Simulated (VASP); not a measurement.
# Al2O3 (Corundum) (R-3c) in VASP: density of states with PBE

Aim: the density of states of Al2O3 (Corundum) with PBE.

Program: VASP 6.6.1. These are calculated values, not measurements. Logs are shortened: lines on timing, memory, paths and dates and some standing lists are left out, and cuts for length are marked.

### 1 The cell of the first run

The structure is trigonal, space group R-3c (No. 167). Conventional cell: a = 4.760 Å, b = 4.760 Å, c = 12.996 Å, α = 90.00°, β = 90.00°, γ = 120.00°. Al (site symmetry 3) has 6 O at 1.85 to 1.97 Å within 2.5 Å. O (site symmetry 2) has 4 Al at 1.85 to 1.97 Å within 2.5 Å.

### 2 Density of states, PBE

File POSCAR:

```
Al2O3
1.0
    2.3802500000      1.3742379782      4.3318666667
   -2.3802500000      1.3742379782      4.3318666667
    0.0000000000     -2.7484759565      4.3318666667
Al O
4 6
Direct
    0.8521600000      0.8521600000      0.8521600000
    0.6478400000      0.6478400000      0.6478400000
    0.1478400000      0.1478400000      0.1478400000
    0.3521600000      0.3521600000      0.3521600000
    0.0566800000      0.7500000000      0.4433200000
    0.7500000000      0.4433200000      0.0566800000
    0.4433200000      0.0566800000      0.7500000000
    0.9433200000      0.2500000000      0.5566800000
    0.2500000000      0.5566800000      0.9433200000
    0.5566800000      0.9433200000      0.2500000000
```

File INCAR.step1:

```
SYSTEM = Al2O3
  ALGO = Normal
  EDIFF = 1E-6
  ENCUT = 520
  GGA = PE
  ISIF = 2
  ISMEAR = -1
  LASPH = .True.
  LCHARG = .True.
  LREAL = .False.
  LWAVE = .False.
  NBANDS = 35
  NELM = 100
  PREC = Accurate
  SIGMA = 0.05
```

File KPOINTS.step1:

```
k-points
0
Gamma
  7 7 7
  0 0 0
```

File INCAR.step2:

```
SYSTEM = Al2O3
  ALGO = Normal
  EDIFF = 1E-6
  ENCUT = 520
  GGA = PE
  ICHARG = 11
  ISIF = 2
  ISMEAR = -5
  LASPH = .True.
  LCHARG = .False.
  LORBIT = 11
  LREAL = .False.
  LWAVE = .False.
  NEDOS = 1001
  NELM = 100
  PREC = Accurate
  SIGMA = 0.05
```

File KPOINTS.step2:

```
k-points
0
Gamma
  11 11 11
  0 0 0
```

Potentials or basis: VASP PAW PBE potentials, release 64 (Al, O).

Launch:

```sh
> cat potpaw_PBE.64/Al/POTCAR potpaw_PBE.64/O/POTCAR > POTCAR
> cp INCAR.step1 INCAR
> cp KPOINTS.step1 KPOINTS
> mpirun -np 1 vasp_std > vasp.out
> cp INCAR.step2 INCAR
> cp KPOINTS.step2 KPOINTS
> mpirun -np 1 vasp_std > vasp.out
```

OUTCAR:

```text
SYSTEM = Al2O3
   EDIFF = 1E-6
   ENCUT = 520
   GGA = PE
   ICHARG = 11
   ISIF = 2
   ISMEAR = -5
   LASPH = .True.
   LORBIT = 11
   LREAL = .False.
   NELM = 100
   PREC = Accurate

 ion  position               nearest neighbor table
   1  0.852  0.852  0.852-   8 1.85   9 1.85  10 1.85   6 1.97   7 1.97   5 1.97   2 2.66   3 2.79
                             3 2.79   3 2.79   2 3.22   2 3.22   2 3.22
   2  0.648  0.648  0.648-   9 1.85   8 1.85  10 1.85   5 1.97   7 1.97   6 1.97   1 2.66   4 2.79
                             4 2.79   4 2.79   1 3.22   1 3.22   1 3.22
   3  0.148  0.148  0.148-   5 1.85   6 1.85   7 1.85   9 1.97  10 1.97   8 1.97   4 2.66   1 2.79
                             1 2.79   1 2.79   4 3.22   4 3.22   4 3.22
   4  0.352  0.352  0.352-   6 1.85   5 1.85   7 1.85   8 1.97  10 1.97   9 1.97   3 2.66   2 2.79
                             2 2.79   2 2.79   3 3.22   3 3.22   3 3.22
   5  0.057  0.750  0.443-   3 1.85   4 1.85   2 1.97   1 1.97
   6  0.750  0.443  0.057-   4 1.85   3 1.85   1 1.97   2 1.97
   7  0.443  0.057  0.750-   3 1.85   4 1.85   1 1.97   2 1.97
   8  0.943  0.250  0.557-   1 1.85   2 1.85   4 1.97   3 1.97
   9  0.250  0.557  0.943-   2 1.85   1 1.85   3 1.97   4 1.97
  10  0.557  0.943  0.250-   1 1.85   2 1.85   3 1.97   4 1.97

  LATTYP: Found a trigonal (rhomboedric) cell.
 ALAT       =     5.1302230849
 COS(alpha) =     0.5694707703

  Lattice vectors:

 A1 = (   2.3802500000,   1.3742379782,   4.3318666667)
 A2 = (  -2.3802500000,   1.3742379782,   4.3318666667)
 A3 = (   0.0000000000,  -2.7484759565,   4.3318666667)

Analysis of symmetry for initial positions (statically):
=====================================================================
 Subroutine PRICEL returns:
 Original cell was already a primitive cell.

 Routine SETGRP: Setting up the symmetry group for a
 trigonal (rhombohedral) supercell.

 Subroutine GETGRP returns: Found 12 space group operations
 (whereof  6 operations were pure point group operations)
 out of a pool of 12 trial point group operations.

The static configuration has the point symmetry S_6 .
 The point group associated with its full space group is D_3d.

Analysis of symmetry for dynamics (positions and initial velocities):
=====================================================================
 Subroutine PRICEL returns:
 Original cell was already a primitive cell.

 Routine SETGRP: Setting up the symmetry group for a
 trigonal (rhombohedral) supercell.

 Subroutine GETGRP returns: Found 12 space group operations
 (whereof  6 operations were pure point group operations)
 out of a pool of 12 trial point group operations.

The dynamic configuration has the point symmetry S_6 .
 The point group associated with its full space group is D_3d.

[... 144 lines left out ...]
   IVDW    =     0    specifies the selected vdW correction
   LEPSILON=     F    determine dielectric tensor
   LRPA    =     F    only Hartree local field effects (RPA)
 non-spin polarized calculation
 Fermi weights with tetrahedron method with Bloechl corrections
  energy-cutoff  :      520.00
  volume of cell :       85.02
 maximum number of plane-waves:      2312
 NGX is ok and might be reduce to    40

 number of electron      48.0000013 magnetization

 Free energy of the ion-electron system (eV)
  ---------------------------------------------------
  ext. energy  EPLUGINS =         0.00000000
  ---------------------------------------------------
  free energy    TOTEN  =       -74.75239485 eV

  energy without entropy =      -74.75239485  energy(sigma->0) =      -74.75239485

 E-fermi :   6.1718     XC(G=0): -11.6856

 val. band max:        6.1427327489   @ k =   0.0000   0.0000   0.0000
 cond. band min:      12.3579630923   @ k =   0.0000   0.0000   0.0000
 fundamental gap:      6.2152303434
 Fermi energy:         6.1717881235

 k-point     1 :       0.0000    0.0000    0.0000
  band No.  band energies     occupation
      1     -13.1027      2.00000
      2     -10.7684      2.00000
      3     -10.4900      2.00000
      4     -10.4900      2.00000
      5     -10.1754      2.00000
      6     -10.1754      2.00000
[... 781 lines left out ...]
     29      16.8101      0.00000
     30      17.8215      0.00000

 [... further k-points ...]

------------------------ aborting loop because EDIFF is reached ----------------------------------------

  FORCE on cell =-STRESS in cart. coord.  units (eV):
  Direction    XX          YY          ZZ          XY          YZ          ZX
  --------------------------------------------------------------------------------------
  -------------------------------------------------------------------------------------
  Total        3.9325384      3.9325384      3.5962709      0.0000000     -0.0000000      0.0000000
  in kB       74.1092990     74.1092990     67.7722845      0.0000000     -0.0000000      0.0000000
  external PRESSURE =      71.9969608 kB  Pullay stress =       0.0000000 kB

 VOLUME and BASIS-vectors are now :
 -----------------------------------------------------------------------------
  energy-cutoff  :      520.00
  volume of cell :       85.02
      direct lattice vectors                 reciprocal lattice vectors
     2.380250000  1.374237978  4.331866667     0.210061968  0.121279334  0.076949121
    -2.380250000  1.374237978  4.331866667    -0.210061968  0.121279334  0.076949121
     0.000000000 -2.748475957  4.331866667     0.000000000 -0.242558668  0.076949121

 POSITION                                       TOTAL-FORCE (eV/Angst)
 -----------------------------------------------------------------------------------
      0.00000     -0.00000     11.07433         0.000000      0.000000     -0.026797
      0.00000     -0.00000      8.41907         0.000000     -0.000000      0.026797
      0.00000     -0.00000      1.92127         0.000000     -0.000000      0.026797
      0.00000     -0.00000      4.57653         0.000000      0.000000     -0.026797
     -1.65027     -0.10988      5.41483        -0.012927     -0.022391      0.000000
      0.72998      1.48412      5.41483        -0.012927      0.022391      0.000000
      0.92030     -1.37424      5.41483         0.025855      0.000000      0.000000
      1.65027      0.10988      7.58077         0.012927      0.022391      0.000000
     -0.72998     -1.48412      7.58077         0.012927     -0.022391      0.000000
     -0.92030      1.37424      7.58077        -0.025855      0.000000     -0.000000
 -----------------------------------------------------------------------------------
    total drift:                                0.000000     -0.000000      0.000000

  FREE ENERGIE OF THE ION-ELECTRON SYSTEM (eV)
  ---------------------------------------------------
  free  energy   TOTEN  =       -74.7523948471 eV

  energy  without entropy=      -74.7523948471  energy(sigma->0) =      -74.75239485

 total charge

# of ion       s       p       d       tot
------------------------------------------
    1        0.312   0.402   0.000   0.714
    2        0.312   0.402   0.000   0.714
    3        0.312   0.402   0.000   0.714
    4        0.312   0.402   0.000   0.714
    5        1.548   3.646   0.000   5.194
    6        1.548   3.646   0.000   5.194
    7        1.548   3.646   0.000   5.194
    8        1.548   3.646   0.000   5.194
    9        1.548   3.646   0.000   5.194
   10        1.548   3.646   0.000   5.194
--------------------------------------------------
tot         10.533  23.486   0.000  34.019
```

OUTCAR.step1:

```text
SYSTEM = Al2O3
   EDIFF = 1E-6
   ENCUT = 520
   GGA = PE
   ISIF = 2
[... 1172 lines left out ...]
      0.92030     -1.37424      5.41483         0.025771     -0.000000     -0.000000
      1.65027      0.10988      7.58077         0.012885      0.022318     -0.000000
     -0.72998     -1.48412      7.58077         0.012885     -0.022318     -0.000000
     -0.92030      1.37424      7.58077        -0.025771     -0.000000     -0.000000
 -----------------------------------------------------------------------------------
    total drift:                               -0.000000      0.000000     -0.000000

  FREE ENERGIE OF THE ION-ELECTRON SYSTEM (eV)
  ---------------------------------------------------
  free  energy   TOTEN  =       -74.7523439679 eV

  energy  without entropy=      -74.7523439678  energy(sigma->0) =      -74.75234397
```

It took 5.3 min on 1 thread of AMD EPYC 7R13 (Zen 3), shared host; peak memory 0.37 GiB.

Results:

```yaml
Valence_electrons_inside_the_program's_atomic_spheres: Al 0.71; O 5.19
```
